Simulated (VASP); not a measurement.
# Lu3Pt2 (P6/mmm) in VASP: single point with PBE

Aim: the single point of Lu3Pt2 with PBE.

All numbers are computed with VASP 6.6.1; they aren't measurements. Logs are shortened: lines on timing, memory, paths and dates and some standing lists are left out, and cuts for length are marked.

### 1 The cell of the first run

Symmetry: P6/mmm, No. 191, hexagonal system. Conventional cell: a = 7.413 Å, b = 7.413 Å, c = 3.657 Å, α = 90.00°, β = 90.00°, γ = 120.00°. Lu (site symmetry mmm) has 4 Pt at 2.81 Å and 6 Lu at 3.66 to 3.71 Å within 3.8 Å. Within 3.7 Å of Pt (site symmetry -6m2) lie 6 Lu at 2.81 Å and 2 Pt at 3.66 Å.

The cell was built from a structure type or drawn by symmetry, and may not be a known phase.

### 2 Single point, PBE

INCAR reads:

```
  ALGO = Fast
  EDIFF = 1E-6
  ENCUT = 520
  GGA = PE
  ISIF = 2
  ISMEAR = 0
  LASPH = True
  LCHARG = False
  LREAL = False
  LWAVE = False
  NBANDS = 56
  NELM = 80
  PREC = Accurate
  SIGMA = 0.1
```

KPOINTS reads:

```
k-points
0
Gamma
  6 6 10
```

POSCAR reads:

```
Lu3Pt2
1.0
    7.4129166543      0.0000000000      0.0000000000
   -3.7064583271      6.4197741387      0.0000000000
    0.0000000000      0.0000000000      3.6565572265
Lu Pt
3 2
Direct
    0.5000000000      0.0000000000      0.0000000000
    0.0000000000      0.5000000000      0.0000000000
    0.5000000000      0.5000000000      0.0000000000
    0.3333333333      0.6666666667      0.5000000000
    0.6666666667      0.3333333333      0.5000000000
```

Potentials or basis: VASP PAW PBE potentials, release 64 (Lu, Pt).

Command:

```console
cat potpaw_PBE.64/Lu/POTCAR potpaw_PBE.64/Pt/POTCAR > POTCAR
mpirun -np 1 vasp_std > vasp.out
```

OUTCAR:

```text
EDIFF = 1E-6
   ENCUT = 520
   GGA = PE
   ISIF = 2
   ISMEAR = 0
   LASPH = True
   LREAL = False
   NELM = 80
   PREC = Accurate

 ion  position               nearest neighbor table
   1  0.500  0.000  0.000-   4 2.81   5 2.81   4 2.81   5 2.81   3 3.71   3 3.71   2 3.71   2 3.71

   2  0.000  0.500  0.000-   4 2.81   5 2.81   4 2.81   5 2.81   1 3.71   1 3.71   3 3.71   3 3.71

   3  0.500  0.500  0.000-   4 2.81   5 2.81   4 2.81   5 2.81   1 3.71   1 3.71   2 3.71   2 3.71

   4  0.333  0.667  0.500-   1 2.81   1 2.81   2 2.81   2 2.81   3 2.81   3 2.81
   5  0.667  0.333  0.500-   1 2.81   1 2.81   2 2.81   2 2.81   3 2.81   3 2.81

  LATTYP: Found a hexagonal cell.
 ALAT       =     7.4129166543
 C/A-ratio  =     0.4932683581

  Lattice vectors:

 A1 = (   7.4129166543,   0.0000000000,   0.0000000000)
 A2 = (  -3.7064583271,   6.4197741387,   0.0000000000)
 A3 = (   0.0000000000,   0.0000000000,   3.6565572265)

Analysis of symmetry for initial positions (statically):
=====================================================================
 Subroutine PRICEL returns:
 Original cell was already a primitive cell.

 Routine SETGRP: Setting up the symmetry group for a
 hexagonal supercell.

 Subroutine GETGRP returns: Found 24 space group operations
 (whereof 24 operations were pure point group operations)
 out of a pool of 24 trial point group operations.

The static configuration has the point symmetry D_6h.

Analysis of symmetry for dynamics (positions and initial velocities):
=====================================================================
 Subroutine PRICEL returns:
 Original cell was already a primitive cell.

 Routine SETGRP: Setting up the symmetry group for a
 hexagonal supercell.

 Subroutine GETGRP returns: Found 24 space group operations
 (whereof 24 operations were pure point group operations)
 out of a pool of 24 trial point group operations.

The dynamic configuration has the point symmetry D_6h.

 Subroutine INISYM returns: Found 24 space group operations
 (whereof 24 operations are pure point group operations),
 and found     1 'primitive' translations

----------------------------------------------------------------------------------------

                                     Primitive cell

  volume of cell :     174.0128

  direct lattice vectors                    reciprocal lattice vectors
     7.412916654  0.000000000  0.000000000     0.134899669  0.077884360  0.000000000
[... 96 lines left out ...]
   IBRION =     -1    ionic relax: 0-MD 1-quasi-New 2-CG
   NFREE  =      0    steps in history (QN), initial steepest desc. (CG)
   ISIF   =      2    stress and relaxation
   ISYM   =      2    0-nonsym 1-usesym 2-fastsym
   POTIM  = 0.5000    time-step for ionic-motion
   TEBEG  =    0.0;   TEEND  =   0.0 temperature during run
   PSTRESS=    0.0 pullay stress
   NELECT =      95.0000    total number of electrons
   NUPDOWN=      -1.0000    fix difference up-down
   EMIN   =  10.00;   EMAX   =-10.00  energy-range for DOS
   EFERMI =   0.00;   METHOD = LEGACY
   ISMEAR =     0;   SIGMA  =   0.10  broadening in eV -4-tet -1-fermi 0-gaus
   EFERMI_NEDOS =   21; number of points for ismear=-14 and -15
   IALGO  =     68    algorithm
   IMIX   =      4    mixing-type and parameters
     AMIX     =   0.40;   BMIX     =  1.00
     AMIX_MAG =   1.60;   BMIX_MAG =  1.00
  volume/ion in A,a.u.               =      34.80       234.86
  Fermi-wavevector in a.u.,A,eV,Ry     =   1.337998  2.528450 24.357693  1.790240
  Thomas-Fermi vector in A             =   2.466503
   LORBIT       =      0    0 simple, 1 ext, 2 COOP (PROOUT), +10 PAW based schemes
   GGA     = PE    functional components
   LHFCALC =     F    Hartree Fock is set to
   AEXX    =    0.0000 exact exchange contribution
   IVDW    =     0    specifies the selected vdW correction
   LEPSILON=     F    determine dielectric tensor
   LRPA    =     F    only Hartree local field effects (RPA)
 non-spin polarized calculation
 RMM-DIIS sequential band-by-band and
 Gauss-broadening in eV      SIGMA  =   0.10
  energy-cutoff  :      520.00
  volume of cell :      174.01
 maximum number of plane-waves:      4747
 NGX is ok and might be reduce to    56
   NGX = 27   NGY = 27   NGZ = 13

 number of electron      95.0000018 magnetization

 Free energy of the ion-electron system (eV)
  ---------------------------------------------------
  ext. energy  EPLUGINS =         0.00000000
  ---------------------------------------------------
  free energy    TOTEN  =       -28.77207372 eV

  energy without entropy =      -28.73604396  energy(sigma->0) =      -28.75405884

 E-fermi :   1.9993     XC(G=0):  -8.8892

 val. band max:        1.9970826300   @ k =   0.0000   0.0000   0.2000
 cond. band min:       2.0063194468   @ k =   0.1667  -0.0000   0.3000
 fundamental gap:      0.0092368168
 Fermi energy:         1.9992584055

 k-point     1 :       0.0000    0.0000    0.0000
  band No.  band energies     occupation
      1     -54.6073      2.00000
      2     -54.6013      2.00000
      3     -54.6013      2.00000
      4     -25.4676      2.00000
      5     -25.4676      2.00000
      6     -25.4023      2.00000
[... 1405 lines left out ...]
     55       4.8924      0.00000
     56       5.1542      0.00000

 [... further k-points ...]

------------------------ aborting loop because EDIFF is reached ----------------------------------------

  FORCE on cell =-STRESS in cart. coord.  units (eV):
  Direction    XX          YY          ZZ          XY          YZ          ZX
  --------------------------------------------------------------------------------------
  -------------------------------------------------------------------------------------
  Total       -1.3736025     -1.3736025     -1.2551345     -0.0000000      0.0000000      0.0000000
  in kB      -12.6470844    -12.6470844    -11.5563217     -0.0000000      0.0000000      0.0000000
  external PRESSURE =     -12.2834968 kB  Pullay stress =       0.0000000 kB

 VOLUME and BASIS-vectors are now :
 -----------------------------------------------------------------------------
  energy-cutoff  :      520.00
  volume of cell :      174.01
      direct lattice vectors                 reciprocal lattice vectors
     7.412916654  0.000000000  0.000000000     0.134899669  0.077884360  0.000000000
    -3.706458327  6.419774139  0.000000000     0.000000000  0.155768720  0.000000000
     0.000000000  0.000000000  3.656557226     0.000000000  0.000000000  0.273481293

 POSITION                                       TOTAL-FORCE (eV/Angst)
 -----------------------------------------------------------------------------------
      3.70646      0.00000      0.00000         0.000000      0.000000      0.000000
     -1.85323      3.20989      0.00000         0.000000      0.000000      0.000000
      1.85323      3.20989      0.00000         0.000000      0.000000      0.000000
     -0.00000      4.27985      1.82828        -0.000000      0.000000     -0.000000
      3.70646      2.13992      1.82828         0.000000     -0.000000      0.000000
 -----------------------------------------------------------------------------------
    total drift:                               -0.000000      0.000000      0.000000

  FREE ENERGIE OF THE ION-ELECTRON SYSTEM (eV)
  ---------------------------------------------------
  free  energy   TOTEN  =       -28.7720737240 eV

  energy  without entropy=      -28.7360439645  energy(sigma->0) =      -28.75405884
```

stdout:

```text
POSCAR found type information on POSCAR LuPt
 POSCAR found :  2 types and       5 ions
 scaLAPACK will be used
 LDA part: xc-table for (Slater+PW92), standard interpolation
 POSCAR, INCAR and KPOINTS ok, starting setup
 FFT: planning ... GRIDC
 FFT: planning ... GRID_SOFT
 FFT: planning ... GRID
 WAVECAR not read
 entering main loop
WARNING in EDDRMM: call to ZHEGV failed, returncode =   6  3     48
WARNING in EDDRMM: call to ZHEGV failed, returncode =   6  3     22
WARNING in EDDRMM: call to ZHEGV failed, returncode =   8  4     38
WARNING in EDDRMM: call to ZHEGV failed, returncode =   6  3     17
WARNING in EDDRMM: call to ZHEGV failed, returncode =   8  4     49
WARNING in EDDRMM: call to ZHEGV failed, returncode =   8  4      9
WARNING in EDDRMM: call to ZHEGV failed, returncode =   6  3     37
WARNING in EDDRMM: call to ZHEGV failed, returncode =   6  3     37
WARNING in EDDRMM: call to ZHEGV failed, returncode =   6  3     41
WARNING in EDDRMM: call to ZHEGV failed, returncode =   6  3     45
WARNING in EDDRMM: call to ZHEGV failed, returncode =   6  3     39
WARNING in EDDRMM: call to ZHEGV failed, returncode =   6  3     37
WARNING in EDDRMM: call to ZHEGV failed, returncode =   6  3     45
WARNING in EDDRMM: call to ZHEGV failed, returncode =   6  3     37
WARNING in EDDRMM: call to ZHEGV failed, returncode =   6  3     38
```

It took 25 min on 1 thread of Intel Xeon Platinum 8259CL at 2.50GHz (Skylake/Cascade Lake), shared host; peak memory 0.53 GiB.

Results:

* Free energy: -28.7721 eV
* Pressure: -1.2 GPa
* Band gap on the k mesh: zero (an odd number of electrons rules out a gap without spin polarisation)

Stress tensor (GPa, compression positive):
```
-1.26  0.00  0.00
 0.00 -1.26  0.00
 0.00  0.00 -1.16
```

Caveat: spin-orbit coupling is left out, which moves the levels of the heavy elements.
